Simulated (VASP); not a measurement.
# Al5Si3C3N5 (P1) in VASP: single point with PBEsol

Aim: the single point of Al5Si3C3N5 with PBEsol.

Program: VASP 6.6.1. These are calculated values, not measurements. Logs are shortened: lines on timing, memory, paths and dates and some standing lists are left out, and cuts for length are marked.

### Step 1. The cell of the first run

The typed cell holds 96 atoms: a = 9.349 Å, b = 10.760 Å, c = 10.041 Å, α = 90.00°, β = 90.00°, γ = 90.00°.

### Step 2. Single point, PBEsol

Contents of INCAR:

```
PREC     = Accurate       # precision mode
ENCUT    = 520            # plane-wave cutoff, eV
EDIFF    = 1E-7           # SCF threshold, eV
ISMEAR   = -1             # smearing method
SIGMA    = 0.05           # smearing width, eV
LREAL    = Auto         
LASPH    = T              # aspherical terms in the spheres
NELM     = 80             # most SCF steps
ALGO     = Normal         # electronic algorithm
ISIF     = 2              # what is computed and relaxed
LWAVE    = F              # write WAVECAR
LCHARG   = F              # write CHGCAR
GGA      = PS             # functional
ISYM     = 0            
NBANDS   = 246            # bands
```

Contents of KPOINTS:

```
Automatic mesh
0
Gamma
  1 1 1
  0.25 0.25 0.25
```

Contents of POSCAR:

```
Al5Si3C3N5
1.0
    9.3487552224      0.0000000000      0.0000000000
    0.0000000000     10.7598240055      0.0000000000
    0.0000000000      0.0000000000     10.0412668462
Si Al N C
18 30 30 18
Direct
    0.1592410000      0.0869550000      0.2492270000
    0.0046680000      0.3350080000      0.2432790000
    0.5000460000      0.0858830000      0.7499490000
    0.3282340000      0.3350880000      0.2521480000
    0.3348810000      0.3320010000      0.7481960000
    0.9928700000      0.8296660000      0.2524180000
    0.0020050000      0.8359450000      0.7435790000
    0.6666770000      0.3338520000      0.7564550000
    0.4944180000      0.5817630000      0.2483050000
    0.8419000000      0.5846500000      0.2480650000
    0.6678950000      0.8328920000      0.2528430000
    0.3330630000      0.1645030000      0.9965290000
    0.0045830000      0.6686630000      0.4991230000
    0.5015510000      0.4161180000      0.9975480000
    0.3321620000      0.6689320000      0.4993980000
    0.3325250000      0.6659370000      0.0025200000
    0.1677030000      0.9158350000      0.9979520000
    0.6655460000      0.6651000000      0.9930470000
    0.1661480000      0.0831110000      0.7507910000
    0.9974690000      0.3328720000      0.7557950000
    0.5088700000      0.0832200000      0.2584020000
    0.1686710000      0.5792390000      0.2522980000
    0.1752620000      0.5863280000      0.7466900000
    0.8300730000      0.0833570000      0.2575960000
    0.8360890000      0.0820310000      0.7450760000
    0.6694410000      0.3314360000      0.2491670000
    0.5044000000      0.5810470000      0.7473980000
    0.3361440000      0.8321990000      0.2477860000
    0.3350130000      0.8328200000      0.7516820000
    0.8295380000      0.5834440000      0.7487310000
    0.6670350000      0.8272450000      0.7516850000
    0.9975500000      0.1719200000      0.5015210000
    0.9950920000      0.1654640000      0.9894810000
    0.3303040000      0.1684810000      0.4959820000
    0.1655730000      0.4158630000      0.5044750000
    0.1659180000      0.4192690000      0.9882880000
    0.0028130000      0.6696510000      0.9946460000
    0.6643210000      0.1709160000      0.5005170000
    0.6700650000      0.1654800000      0.9977300000
    0.4985420000      0.4126720000      0.4988140000
    0.1677060000      0.9159600000      0.4978120000
    0.8349120000      0.4122970000      0.4970150000
    0.8332460000      0.4215000000      0.9938320000
    0.6677560000      0.6637310000      0.4958220000
    0.4996720000      0.9175740000      0.5006120000
    0.4984210000      0.9129780000      0.0025590000
    0.8314640000      0.9174110000      0.4974690000
    0.8301500000      0.9121500000      0.9979840000
    0.0086300000      0.1681010000      0.1886480000
    0.3240570000      0.1687420000      0.1772530000
    0.3429910000      0.1678240000      0.7020450000
    0.1734960000      0.4081300000      0.1847300000
    0.6660750000      0.1683020000      0.1844860000
    0.6536620000      0.1690830000      0.7044540000
    0.4899190000      0.4164240000      0.1840300000
    0.4996140000      0.4017170000      0.6937320000
    0.1546870000      0.9257020000      0.1860280000
    0.1628330000      0.9157490000      0.6878210000
    0.8389070000      0.4245380000      0.1954330000
    0.6645910000      0.6583650000      0.2008630000
    0.6641170000      0.6666120000      0.6780920000
    0.5098680000      0.9130850000      0.1959990000
    0.5018980000      0.9304080000      0.6954910000
    0.8393950000      0.9082200000      0.6912510000
    0.1686980000      0.0769360000      0.4213170000
    0.1798910000      0.0763620000      0.9488840000
    0.4874330000      0.0859620000      0.9359010000
    0.3424710000      0.3237870000      0.9395110000
    0.1680450000      0.5949510000      0.4430550000
    0.1775720000      0.5900100000      0.9426190000
    0.0042620000      0.8257850000      0.4327090000
    0.0119100000      0.8467010000      0.9278600000
    0.8297830000      0.0766280000      0.9389160000
    0.6632690000      0.3415940000      0.4331400000
    0.4920640000      0.5854720000      0.4278160000
    0.3317940000      0.8255830000      0.4381020000
    0.8443960000      0.5923530000      0.4284700000
    0.6630910000      0.8266610000      0.4308180000
    0.0051700000      0.1638030000      0.6936720000
    0.1801760000      0.4123900000      0.6993980000
    0.9997880000      0.6703070000      0.1929440000
    0.0009870000      0.6768890000      0.6806600000
    0.3403680000      0.6614090000      0.1874920000
    0.3448720000      0.6700390000      0.6754080000
    0.8180820000      0.4122280000      0.6881600000
    0.8327630000      0.9071870000      0.1957990000
    0.0031360000      0.3387470000      0.4201560000
    0.0002410000      0.3331050000      0.9520270000
    0.4952980000      0.0833330000      0.4447090000
    0.3323850000      0.3358370000      0.4269030000
    0.8311520000      0.0843570000      0.4460960000
    0.6547790000      0.3348770000      0.9405740000
    0.4950440000      0.5796540000      0.9476580000
    0.3223110000      0.8309050000      0.9507490000
    0.8273980000      0.5937170000      0.9440320000
    0.6608920000      0.8255240000      0.9433220000
```

Potentials or basis: VASP PAW PBE potentials, release 64 (Si, Al, N, C).

On the command line:

```sh
$ cat potpaw_PBE.64/Si/POTCAR potpaw_PBE.64/Al/POTCAR potpaw_PBE.64/N/POTCAR potpaw_PBE.64/C/POTCAR > POTCAR
$ mpirun -np 1 vasp_std > vasp.out
```

OUTCAR:

```text
PREC = Accurate
   ENCUT = 520
   EDIFF = 1E-7
   ISMEAR = -1
   LREAL = Auto
   LASPH = T
   NELM = 80
   ISIF = 2
   GGA = PS
   ISYM = 0

 ion  position               nearest neighbor table
   1  0.159  0.087  0.249-  65 1.73  49 1.76  57 1.85  50 1.92   2 3.04  34 3.08  24 3.08  32 3.09
                            41 3.10   4 3.10  17 3.12  12 3.13  33 3.14  28 3.20
   2  0.005  0.335  0.243-  87 1.78  52 1.86  49 1.88  59 1.89   4 3.03   1 3.04  22 3.04  10 3.09
                            36 3.11  42 3.11  43 3.12  32 3.13  26 3.13  33 3.14  35 3.15  24 3.16
   3  0.500  0.086  0.750-  54 1.75  63 1.76  51 1.78  67 1.87  12 3.05   5 3.07  39 3.07  38 3.08
                            45 3.09   8 3.09  19 3.12  29 3.13  34 3.13  25 3.14  46 3.15  31 3.19
   4  0.328  0.335  0.252-  90 1.76  52 1.78  55 1.88  50 1.94  22 3.02   2 3.03  34 3.03  40 3.06
                             9 3.08  35 3.08   1 3.10  36 3.18  26 3.19  21 3.19
   5  0.335  0.332  0.748-  80 1.76  56 1.80  51 1.83  68 1.92  36 3.03  35 3.05  40 3.06   3 3.07
                            12 3.08  34 3.08  14 3.08   8 3.10  19 3.11  27 3.11  23 3.12  20 3.16
   6  0.993  0.830  0.252-  86 1.81  71 1.81  81 1.82  57 1.95  10 2.99  13 3.02  47 3.04  11 3.04
                            41 3.10  48 3.10  37 3.11  24 3.13  22 3.16  28 3.21
   7  0.002  0.836  0.744-  64 1.79  58 1.82  82 1.82  72 1.86  41 3.04  13 3.04  25 3.07  47 3.07
                            19 3.07  37 3.09  17 3.11  29 3.11  48 3.13  31 3.13  23 3.14  30 3.16
   8  0.667  0.334  0.756-  85 1.78  56 1.84  92 1.85  54 1.85  43 3.00  14 3.00  39 3.03  27 3.06
                            30 3.09   3 3.09  20 3.09   5 3.10  38 3.11  25 3.14  40 3.14  42 3.16
   9  0.494  0.582  0.248-  83 1.78  75 1.80  60 1.85  55 1.89  16 3.03  22 3.05  28 3.07   4 3.08
                            14 3.09  15 3.09  44 3.10  40 3.10  26 3.15
  10  0.842  0.585  0.248-  59 1.80  77 1.81  81 1.83  60 1.90   6 2.99  22 3.06  13 3.08   2 3.09
                            44 3.09  37 3.09  43 3.10  42 3.11  11 3.13  26 3.17
  11  0.668  0.833  0.253-  78 1.79  62 1.80  86 1.83  60 1.95  47 3.03   6 3.04  44 3.04  21 3.08
                            45 3.08  24 3.09  46 3.09  48 3.09  28 3.10  10 3.13
  12  0.333  0.165  0.997-  67 1.78  66 1.78  68 1.81  50 1.82   3 3.05  19 3.05   5 3.08  17 3.09
                            46 3.12   1 3.13  14 3.13  39 3.15  36 3.16  33 3.16  21 3.22
  13  0.005  0.669  0.499-  69 1.81  71 1.82  82 1.83  77 1.85   6 3.02   7 3.04  15 3.06  41 3.07
                            22 3.07  10 3.08  23 3.08  35 3.11  47 3.13  30 3.13  44 3.15  42 3.18
  14  0.502  0.416  0.998-  92 1.77  93 1.83  55 1.88  68 1.88   8 3.00  27 3.08   5 3.08   9 3.09
                            18 3.09  43 3.10  26 3.11  16 3.12  39 3.12  12 3.13  36 3.14
  15  0.332  0.669  0.499-  84 1.77  76 1.79  69 1.82  75 1.89  23 3.02  13 3.06  22 3.07  41 3.07
                            28 3.08  29 3.09   9 3.09  45 3.10  27 3.11  35 3.14  44 3.14  40 3.17
  16  0.333  0.666  0.003-  70 1.77  94 1.85  83 1.86  93 1.86   9 3.03  28 3.04  46 3.08  36 3.08
                            23 3.08  22 3.08  37 3.08  29 3.09  17 3.10  18 3.11  14 3.12  27 3.16
  17  0.168  0.916  0.998-  94 1.77  72 1.78  66 1.80  57 1.90  29 3.06  37 3.06  19 3.07  12 3.09
                            46 3.09  28 3.10  16 3.10   7 3.11   1 3.12  33 3.13  48 3.16
  18  0.666  0.665  0.993-  95 1.77  96 1.80  93 1.90  60 2.09  31 2.99  30 3.02  27 3.03  43 3.05
                            48 3.07  14 3.09  46 3.09  16 3.11  37 3.15
  19  0.166  0.083  0.751-  79 1.83  58 1.91  51 1.95  66 1.99  33 3.01  12 3.05  17 3.07   7 3.07
[... 398 lines left out ...]
   LHFCALC =     F    Hartree Fock is set to
   AEXX    =    0.0000 exact exchange contribution
   IVDW    =     0    specifies the selected vdW correction
   LEPSILON=     F    determine dielectric tensor
   LRPA    =     F    only Hartree local field effects (RPA)
 non-spin polarized calculation
  energy-cutoff  :      520.00
  volume of cell :     1010.06
 maximum number of plane-waves:     27191
 NGX is ok and might be reduce to    70
   NGX = 35   NGY = 41   NGZ = 37

 number of electron     384.0000000 magnetization

 Free energy of the ion-electron system (eV)
  ---------------------------------------------------
  ext. energy  EPLUGINS =         0.00000000
  ---------------------------------------------------
  free energy    TOTEN  =      -734.24534315 eV

  energy without entropy =     -734.24534315  energy(sigma->0) =     -734.24534315

 E-fermi :   9.2254     XC(G=0): -11.2177

 val. band max:        8.1476677053   @ k =   0.2500  -0.2500  -0.2500
 cond. band min:      10.2916639716   @ k =  -0.2500  -0.2500   0.2500
 fundamental gap:      2.1439962663
 Fermi energy:         9.2254092485

 k-point     1 :       0.2500    0.2500    0.2500
  band No.  band energies     occupation
      1     -10.3295      2.00000
      2      -9.8023      2.00000
      3      -9.6319      2.00000
      4      -9.3140      2.00000
      5      -9.1886      2.00000
      6      -8.9118      2.00000
[... 817 lines left out ...]
    203      11.3406      0.00000
    204      11.3701      0.00000
 [bands above 204 left out]

------------------------ aborting loop because EDIFF is reached ----------------------------------------

  FORCE on cell =-STRESS in cart. coord.  units (eV):
  Direction    XX          YY          ZZ          XY          YZ          ZX
  --------------------------------------------------------------------------------------
  -------------------------------------------------------------------------------------
  Total        0.9751015      0.9366597      0.8603844     -7.0010052     -1.1427555      1.7120352
  in kB        1.5467244      1.4857474      1.3647579    -11.1051266     -1.8126604      2.7156625
  external PRESSURE =       1.4657432 kB  Pullay stress =       0.0000000 kB

 VOLUME and BASIS-vectors are now :
 -----------------------------------------------------------------------------
  energy-cutoff  :      520.00
  volume of cell :     1010.06
      direct lattice vectors                 reciprocal lattice vectors
     9.348755222  0.000000000  0.000000000     0.106966112  0.000000000  0.000000000
     0.000000000 10.759824006  0.000000000     0.000000000  0.092938323  0.000000000
     0.000000000  0.000000000 10.041266846     0.000000000  0.000000000  0.099589027

 POSITION                                       TOTAL-FORCE (eV/Angst)
 -----------------------------------------------------------------------------------
      1.48871      0.93562      2.50255         0.007105      0.012636     -0.006003
      0.04364      3.60463      2.44283         0.009883     -0.003073     -0.038999
      4.67481      0.92409      7.53044         0.002510     -0.011037      0.011995
      3.06858      3.60549      2.53189         0.021584     -0.019843     -0.012871
      3.13072      3.57227      7.51284         0.019378     -0.014389      0.008689
      9.28210      8.92706      2.53460         0.009671     -0.012050     -0.023137
[... 88 lines left out ...]
      7.73514      6.38829      9.47928         0.011437     -0.029392     -0.003494
      6.17852      8.88249      9.47215         0.017011      0.023448      0.005613
 -----------------------------------------------------------------------------------
    total drift:                                0.031423     -0.014389      0.000259

  FREE ENERGIE OF THE ION-ELECTRON SYSTEM (eV)
  ---------------------------------------------------
  free  energy   TOTEN  =      -734.2453431477 eV

  energy  without entropy=     -734.2453431461  energy(sigma->0) =     -734.24534315
```

Wall time 32 min (1 thread of Intel Xeon Platinum 8488C (Sapphire Rapids), shared host); peak memory 1.2 GiB.

What came out:

```yaml
Free_energy: -734.2453 eV
Pressure: 0.1 GPa
Largest_force: 0.057 eV/Å
Band_gap_on_the_k_mesh: 2.14 eV, indirect (least direct gap 2.15 eV)
```

Forces in eV/Å, atoms in the order of the input:
```
Si   0.007  0.013 -0.006
Si   0.010 -0.003 -0.039
Si   0.003 -0.011  0.012
Si   0.022 -0.020 -0.013
Si   0.019 -0.014  0.009
Si   0.010 -0.012 -0.023
Si   0.016  0.015  0.018
Si  -0.004 -0.013  0.009
Si   0.000 -0.009 -0.005
Si   0.008  0.013 -0.019
Si  -0.003 -0.003 -0.008
Si  -0.009  0.003  0.013
Si  -0.003  0.004 -0.013
Si  -0.013  0.005  0.022
Si   0.003 -0.007 -0.025
Si   0.012  0.006 -0.011
Si  -0.016 -0.004  0.016
Si  -0.032 -0.002 -0.006
Al   0.043 -0.009  0.010
Al   0.008  0.009  0.013
Al   0.014 -0.001 -0.018
Al   0.007 -0.017  0.001
Al   0.010  0.015  0.018
Al  -0.006  0.000 -0.041
Al  -0.031 -0.004  0.006
Al   0.000  0.004 -0.021
Al   0.000  0.001  0.003
Al   0.004  0.011 -0.004
Al   0.004 -0.007  0.013
Al  -0.010  0.023  0.013
Al  -0.002 -0.001  0.001
Al   0.028  0.000 -0.008
Al   0.012 -0.036  0.019
Al  -0.029 -0.003 -0.002
Al   0.020  0.011 -0.005
Al   0.022  0.015  0.015
Al   0.002  0.001  0.009
Al  -0.015  0.022  0.010
Al  -0.009 -0.023  0.006
Al  -0.006  0.018  0.008
Al  -0.011 -0.002 -0.014
Al  -0.013  0.013 -0.017
Al  -0.020  0.019  0.014
Al  -0.007 -0.007 -0.017
Al   0.000 -0.027 -0.005
Al  -0.002  0.023  0.008
Al   0.009 -0.024 -0.004
Al   0.010  0.008  0.018
N   -0.040 -0.004 -0.015
N    0.007 -0.002  0.019
N   -0.032 -0.004  0.003
N   -0.017  0.018 -0.022
N   -0.001  0.003  0.002
N    0.022  0.006 -0.025
N    0.023 -0.001 -0.005
N    0.000  0.010 -0.006
N    0.003 -0.015  0.003
N    0.008  0.026 -0.006
N   -0.021 -0.015 -0.034
N    0.003 -0.005  0.003
N    0.012  0.002  0.015
N   -0.023  0.016 -0.003
N    0.010 -0.026 -0.005
N   -0.034  0.011 -0.010
N    0.005  0.004  0.039
N   -0.023  0.012 -0.001
N    0.018 -0.031 -0.014
N   -0.005  0.018 -0.007
N    0.006 -0.028 -0.012
N   -0.016 -0.009 -0.019
N   -0.007  0.024  0.010
N   -0.026 -0.020  0.001
N   -0.001  0.001 -0.021
N    0.017 -0.001  0.013
N    0.016 -0.011  0.015
N    0.017  0.023 -0.002
N   -0.020 -0.010  0.016
N   -0.007  0.000  0.038
C    0.010  0.009 -0.002
C   -0.054  0.020 -0.006
C    0.008 -0.003 -0.009
C   -0.009 -0.031  0.013
C   -0.013  0.018  0.011
C   -0.014 -0.019  0.036
C    0.026  0.008 -0.020
C    0.020  0.025 -0.014
C    0.001  0.003  0.055
C   -0.004  0.002 -0.016
C   -0.008  0.001  0.017
C   -0.013  0.000  0.025
C    0.014 -0.002  0.015
C    0.023 -0.013 -0.005
C    0.000  0.010 -0.023
C    0.032 -0.004 -0.008
C    0.011 -0.029 -0.003
C    0.017  0.023  0.006
```

Caveat: the k points lie up to 0.67 Å⁻¹ apart; the PAW data sets were made with another functional, which shifts forces and pressure a little.
